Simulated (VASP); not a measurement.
# Na16S7 (a cell with a defect) in VASP: relaxation of the atoms with PBE

Aim: the relaxation of the atoms of Na16S7 (a cell with a defect) with PBE.

All numbers are computed with VASP 6.6.1; they aren't measurements. Logs are shortened: lines on timing, memory, paths and dates and some standing lists are left out, and cuts for length are marked.

## (1) The cell of the first run

The cell holds a defect, 23 atoms: a = 9.259 Å, b = 9.259 Å, c = 9.259 Å, α = 60.00°, β = 60.00°, γ = 60.00°.

## (2) Relaxation of the atoms, PBE (atoms taken out)

Contents of INCAR:

```
SYSTEM = Na16S7
PREC = Accurate ; ENCUT = 450
EDIFF = 1E-7 ; ISMEAR = -1
SIGMA = 0.01 ; LREAL = .FALSE.
LASPH = .TRUE. ; NELM = 120
ALGO = Normal ; ISIF = 2
LWAVE = .FALSE. ; LCHARG = .FALSE.
GGA = PE ; IBRION = 2
NSW = 60 ; EDIFFG = -0.03
NELECT = 152.0 ; GGA_COMPAT = .FALSE.
NELMIN = 4 ; KPAR = 4
```

Contents of KPOINTS:

```
regular mesh
0
G
  3 3 3
  0 0 0
```

Contents of POSCAR:

```
Na16S7
1.0
    0.0000000000      6.5470000000      6.5470000000
    6.5470000000      0.0000000000      6.5470000000
    6.5470000000      6.5470000000      0.0000000000
Na S
16 7
Direct
    0.1250000000      0.1250000000      0.1250000000
    0.1250000000      0.1250000000      0.6250000000
    0.1250000000      0.6250000000      0.1250000000
    0.1250000000      0.6250000000      0.6250000000
    0.6250000000      0.1250000000      0.1250000000
    0.6250000000      0.1250000000      0.6250000000
    0.6250000000      0.6250000000      0.1250000000
    0.6250000000      0.6250000000      0.6250000000
    0.3750000000      0.3750000000      0.3750000000
    0.3750000000      0.3750000000      0.8750000000
    0.3750000000      0.8750000000      0.3750000000
    0.3750000000      0.8750000000      0.8750000000
    0.8750000000      0.3750000000      0.3750000000
    0.8750000000      0.3750000000      0.8750000000
    0.8750000000      0.8750000000      0.3750000000
    0.8750000000      0.8750000000      0.8750000000
    0.0000000000      0.0000000000      0.5000000000
    0.0000000000      0.5000000000      0.0000000000
    0.0000000000      0.5000000000      0.5000000000
    0.5000000000      0.0000000000      0.0000000000
    0.5000000000      0.0000000000      0.5000000000
    0.5000000000      0.5000000000      0.0000000000
    0.5000000000      0.5000000000      0.5000000000
```

Potentials or basis: VASP PAW PBE potentials, release 64 (Na_pv, S).

Command:

```bash
cat potpaw_PBE.64/Na_pv/POTCAR potpaw_PBE.64/S/POTCAR > POTCAR
mpirun -np 4 vasp_std > vasp.out
```

OUTCAR:

```text
SYSTEM = Na16S7
   PREC = Accurate
   ENCUT = 450
   EDIFF = 1E-7
   ISMEAR = -1
   LREAL = .FALSE.
   LASPH = .TRUE.
   NELM = 120
   ISIF = 2
   GGA = PE
   IBRION = 2
   NSW = 60
   EDIFFG = -0.03
   NELECT = 152.0
   NELMIN = 4

 ion  position               nearest neighbor table
   1  0.125  0.125  0.125-
   2  0.125  0.125  0.625-
   3  0.125  0.625  0.125-
   4  0.125  0.625  0.625-
   5  0.625  0.125  0.125-
   6  0.625  0.125  0.625-
[... 15 lines left out ...]
  22  0.500  0.500  0.000-
  23  0.500  0.500  0.500-

  LATTYP: Found a face centered cubic cell.
 ALAT       =    13.0940000000

  Lattice vectors:

 A1 = (   0.0000000000,   6.5470000000,   6.5470000000)
 A2 = (   6.5470000000,   0.0000000000,   6.5470000000)
 A3 = (   6.5470000000,   6.5470000000,   0.0000000000)

Analysis of symmetry for initial positions (statically):
=====================================================================
 Subroutine PRICEL returns:
 Original cell was already a primitive cell.

 Routine SETGRP: Setting up the symmetry group for a
 face centered cubic supercell.

 Subroutine GETGRP returns: Found 48 space group operations
 (whereof 48 operations were pure point group operations)
 out of a pool of 48 trial point group operations.

The static configuration has the point symmetry O_h .

Analysis of symmetry for dynamics (positions and initial velocities):
=====================================================================
 Subroutine PRICEL returns:
 Original cell was already a primitive cell.

 Routine SETGRP: Setting up the symmetry group for a
 face centered cubic supercell.

 Subroutine GETGRP returns: Found 48 space group operations
 (whereof 48 operations were pure point group operations)
 out of a pool of 48 trial point group operations.

The dynamic configuration has the point symmetry O_h .

 Subroutine INISYM returns: Found 48 space group operations
 (whereof 48 operations are pure point group operations),
 and found     1 'primitive' translations

----------------------------------------------------------------------------------------

                                     Primitive cell

  volume of cell :     561.2509

  direct lattice vectors                    reciprocal lattice vectors
     0.000000000  6.547000000  6.547000000    -0.076370857  0.076370857  0.076370857
     6.547000000  0.000000000  6.547000000     0.076370857 -0.076370857  0.076370857
     6.547000000  6.547000000  0.000000000     0.076370857  0.076370857 -0.076370857

  length of vectors
     9.258856193  9.258856193  9.258856193     0.132278204  0.132278204  0.132278204

  position of ions in fractional coordinates (direct lattice)
     0.125000000  0.125000000  0.125000000
     0.125000000  0.125000000  0.625000000
     0.125000000  0.625000000  0.125000000
     0.125000000  0.625000000  0.625000000
     0.625000000  0.125000000  0.125000000
     0.625000000  0.125000000  0.625000000
[... 15 lines left out ...]
     0.500000000  0.500000000  0.000000000
     0.500000000  0.500000000  0.500000000

  ion indices of the primitive-cell ions
   primitive index   ion index
                 1           1
                 2           2
                 3           3
                 4           4
                 5           5
                 6           6
[... 15 lines left out ...]
                22          22
                23          23

----------------------------------------------------------------------------------------

 KPOINTS: regular mesh

Automatic generation of k-mesh.
 Grid dimensions read from file:
 generate k-points for:    3    3    3

 Generating k-lattice:

  Cartesian coordinates                     Fractional coordinates (reciprocal lattice)
    -0.025456952  0.025456952  0.025456952     0.333333333  0.000000000  0.000000000
     0.025456952 -0.025456952  0.025456952     0.000000000  0.333333333  0.000000000
     0.025456952  0.025456952 -0.025456952     0.000000000  0.000000000  0.333333333

  Length of vectors
     0.044092735  0.044092735  0.044092735

  Shift w.r.t. Gamma in fractional coordinates (k-lattice)
     0.000000000  0.000000000  0.000000000

 Subroutine IBZKPT returns following result:
 ===========================================

 Found      4 irreducible k-points:

 Following reciprocal coordinates:
            Coordinates               Weight
  0.000000  0.000000  0.000000      1.000000
  0.333333  0.000000  0.000000      8.000000
  0.333333  0.333333  0.000000      6.000000
 -0.333333  0.333333  0.000000     12.000000
   k-points           NKPTS =      4   k-points in BZ     NKDIM =      4   number of bands    NBANDS=     91
   number of dos      NEDOS =    301   number of ions     NIONS =     23
   total plane-waves  NPLWV = 262144
   dimension x,y,z NGX =    64 NGY =   64 NGZ =   64
   dimension x,y,z NGXF=   128 NGYF=  128 NGZF=  128
   ions per type =              16   7
   NGX,Y,Z   is equivalent  to a cutoff of  11.49, 11.49, 11.49 a.u.
   NGXF,Y,Z  is equivalent  to a cutoff of  22.98, 22.98, 22.98 a.u.
 SYSTEM =  Na16S7
   PREC   = accura    normal or accurate (medium, high low for compatibility)
   ISTART =      0    job   : 0-new  1-cont  2-samecut
   ICHARG =      2    charge: 1-file 2-atom 10-const
   ISPIN  =      1    spin polarized calculation?
   LNONCOLLINEAR =      F non collinear calculations
   LSORBIT =      F    spin-orbit coupling
   LASPH  =      T    aspherical Exc in radial PAW
   ENCUT  =  450.0 eV  33.07 Ry    5.75 a.u.  16.01 16.01 16.01*2*pi/ulx,y,z
   NELM   =    120;   NELMIN=  4; NELMDL= -5     # of ELM steps
   EDIFF  = 0.1E-06   stopping-criterion for ELM
   LREAL  =      F    real-space projection
   EDIFFG = -.3E-01   stopping-criterion for IOM
   NSW    =     60    number of steps for IOM
   IBRION =      2    ionic relax: 0-MD 1-quasi-New 2-CG
   NFREE  =      1    steps in history (QN), initial steepest desc. (CG)
   ISIF   =      2    stress and relaxation
   ISYM   =      2    0-nonsym 1-usesym 2-fastsym
   POTIM  = 0.5000    time-step for ionic-motion
   TEBEG  =    0.0;   TEEND  =   0.0 temperature during run
   PSTRESS=    0.0 pullay stress
   NELECT =     152.0000    total number of electrons
   NUPDOWN=      -1.0000    fix difference up-down
   EMIN   =  10.00;   EMAX   =-10.00  energy-range for DOS
   EFERMI =   0.00;   METHOD = LEGACY
   ISMEAR =    -1;   SIGMA  =   0.01  broadening in eV -4-tet -1-fermi 0-gaus
   EFERMI_NEDOS =   21; number of points for ismear=-14 and -15
   IALGO  =     38    algorithm
   IMIX   =      4    mixing-type and parameters
     AMIX     =   0.40;   BMIX     =  1.00
     AMIX_MAG =   1.60;   BMIX_MAG =  1.00
  volume/ion in A,a.u.               =      24.40       164.67
  Fermi-wavevector in a.u.,A,eV,Ry     =   1.059181  2.001563 15.263904  1.121865
  Thomas-Fermi vector in A             =   2.194518
   LORBIT       =      0    0 simple, 1 ext, 2 COOP (PROOUT), +10 PAW based schemes
   GGA     = PE    functional components
   LHFCALC =     F    Hartree Fock is set to
   AEXX    =    0.0000 exact exchange contribution
   IVDW    =     0    specifies the selected vdW correction
   LEPSILON=     F    determine dielectric tensor
   LRPA    =     F    only Hartree local field effects (RPA)
 conjugate gradient relaxation of ions
 non-spin polarized calculation
  energy-cutoff  :      450.00
  volume of cell :      561.25
 maximum number of plane-waves:     12174
   NGX = 33   NGY = 33   NGZ = 33

--------------------------------------- Ionic step        1  -------------------------------------------

 number of electron     151.9999841 magnetization

 Free energy of the ion-electron system (eV)
  ---------------------------------------------------
  ext. energy  EPLUGINS =         0.00000000
  ---------------------------------------------------
  free energy    TOTEN  =       -74.13549996 eV

  energy without entropy =      -74.13335495  energy(sigma->0) =      -74.13442745

------------------------ aborting loop because EDIFF is reached ----------------------------------------

  FORCE on cell =-STRESS in cart. coord.  units (eV):
  Direction    XX          YY          ZZ          XY          YZ          ZX
  --------------------------------------------------------------------------------------
  -------------------------------------------------------------------------------------
  Total       -8.5645381     -8.5645381     -8.5645381      0.0000000      0.0000000     -0.0000000
  in kB      -24.4487978    -24.4487978    -24.4487978      0.0000000      0.0000000     -0.0000000
  external PRESSURE =     -24.4487978 kB  Pullay stress =       0.0000000 kB
[... 327 lines left out ...]
  energy  without entropy=      -75.5419471689  energy(sigma->0) =      -75.54194717

--------------------------------------- Ionic step        7  -------------------------------------------

 number of electron     152.0000026 magnetization

 Free energy of the ion-electron system (eV)
  ---------------------------------------------------
  ext. energy  EPLUGINS =         0.00000000
  ---------------------------------------------------
  free energy    TOTEN  =       -75.54858132 eV

  energy without entropy =      -75.54858132  energy(sigma->0) =      -75.54858132

 E-fermi :   0.3253     XC(G=0):  -7.3524

 val. band max:        0.0672201619   @ k =   0.0000   0.0000   0.0000
 cond. band min:       1.7994561108   @ k =   0.0000   0.0000   0.0000
 fundamental gap:      1.7322359488
 Fermi energy:         0.3252882279

 k-point     1 :       0.0000    0.0000    0.0000
  band No.  band energies     occupation
      1     -22.4233      2.00000
      2     -22.4113      2.00000
      3     -22.4113      2.00000
      4     -22.4113      2.00000
      5     -22.4108      2.00000
      6     -22.4068      2.00000
[... 80 lines left out ...]
     87       5.3381      0.00000
     88       6.0627      0.00000

 k-point     2 :       0.3333    0.0000    0.0000
  band No.  band energies     occupation
      1     -22.4210      2.00000
      2     -22.4154      2.00000
      3     -22.4112      2.00000
      4     -22.4112      2.00000
      5     -22.4112      2.00000
      6     -22.4070      2.00000
[... 80 lines left out ...]
     87       5.7822      0.00000
     88       5.9796      0.00000

 k-point     3 :       0.3333    0.3333    0.0000
  band No.  band energies     occupation
      1     -22.4206      2.00000
      2     -22.4142      2.00000
      3     -22.4138      2.00000
      4     -22.4111      2.00000
      5     -22.4111      2.00000
      6     -22.4071      2.00000
[... 80 lines left out ...]
     87       5.8118      0.00000
     88       5.9864      0.00000

 k-point     4 :      -0.3333    0.3333    0.0000
  band No.  band energies     occupation
      1     -22.4180      2.00000
      2     -22.4175      2.00000
      3     -22.4143      2.00000
      4     -22.4111      2.00000
      5     -22.4089      2.00000
      6     -22.4084      2.00000
[... 80 lines left out ...]
     87       6.2396      0.00000
     88       6.2447      0.00000
 [bands above 88 left out]

------------------------ aborting loop because EDIFF is reached ----------------------------------------

  FORCE on cell =-STRESS in cart. coord.  units (eV):
  Direction    XX          YY          ZZ          XY          YZ          ZX
  --------------------------------------------------------------------------------------
  -------------------------------------------------------------------------------------
  Total       -4.4114058     -4.4114058     -4.4114058      0.0000000      0.0000000     -0.0000000
  in kB      -12.5930397    -12.5930397    -12.5930397      0.0000000      0.0000000     -0.0000000
  external PRESSURE =     -12.5930397 kB  Pullay stress =       0.0000000 kB
[... 38 lines left out ...]
  FREE ENERGIE OF THE ION-ELECTRON SYSTEM (eV)
  ---------------------------------------------------
  free  energy   TOTEN  =       -75.5485813229 eV

  energy  without entropy=      -75.5485813229  energy(sigma->0) =      -75.54858132

 reached required accuracy - stopping structural energy minimisation
```

It took 6 min on 4 MPI ranks of Intel Xeon Platinum 8488C (Sapphire Rapids), shared host; peak memory 0.68 GiB.

Results:

* Free energy: -75.5486 eV
* Energy gained by relaxing: 61.4 meV/atom
* Ionic steps: 7
* Largest force after relaxing: 0.010 eV/Å

Forces on the atoms (eV/Å):
```
Na  -0.006 -0.006 -0.006
Na   0.006  0.006 -0.006
Na   0.006 -0.006  0.006
Na  -0.002  0.002  0.002
Na  -0.006  0.006  0.006
Na   0.002 -0.002  0.002
Na   0.002  0.002 -0.002
Na  -0.002 -0.002 -0.002
Na   0.002  0.002  0.002
Na  -0.002 -0.002  0.002
Na  -0.002  0.002 -0.002
Na   0.006 -0.006 -0.006
Na   0.002 -0.002 -0.002
Na  -0.006  0.006 -0.006
Na  -0.006 -0.006  0.006
Na   0.006  0.006  0.006
S    0.000  0.000  0.000
S    0.000  0.000  0.000
S    0.000  0.000  0.000
S    0.000  0.000  0.000
S    0.000  0.000  0.000
S    0.000  0.000  0.000
S    0.000  0.000  0.000
```

The path:
| step | energy change (eV) | largest force (eV/Å) | pressure (GPa) |
| --- | --- | --- | --- |
| 1 | 0.0000 | 0.8732 | -2.44 |
| 2 | -0.2830 | 0.7668 | -2.34 |
| 3 | -0.9547 | 0.4828 | -1.98 |
| 4 | -1.3289 | 0.2783 | -1.13 |
| 5 | -1.3595 | 0.2612 | -1.31 |
| 6 | -1.4064 | 0.0952 | -1.28 |
| 7 | -1.4131 | 0.0100 | -1.26 |

Final structure:
```
Na S
1.0
     0.00000    6.54700    6.54700
     6.54700    0.00000    6.54700
     6.54700    6.54700    0.00000
Na S
16 7
Direct
  0.14153 0.14153 0.14153
  0.14153 0.14153 0.57542
  0.14153 0.57542 0.14153
  0.13887 0.62038 0.62038
  0.57542 0.14153 0.14153
  0.62038 0.13887 0.62038
  0.62038 0.62038 0.13887
  0.62038 0.62038 0.62038
  0.37962 0.37962 0.37962
  0.37962 0.37962 0.86113
  0.37962 0.86113 0.37962
  0.42458 0.85847 0.85847
  0.86113 0.37962 0.37962
  0.85847 0.42458 0.85847
  0.85847 0.85847 0.42458
  0.85847 0.85847 0.85847
  0.00000 0.00000 0.50000
  0.00000 0.50000 0.00000
  0.00000 0.50000 0.50000
  0.50000 0.00000 0.00000
  0.50000 0.00000 0.50000
  0.50000 0.50000 0.00000
  0.50000 0.50000 0.50000
```

Caveat: the cell carries a net charge on a neutralising background, which shifts energy and pressure; the cell differs from its parent crystal (atoms taken out); the cell is charged against a uniform background, so pressure and absolute levels hang on convention.
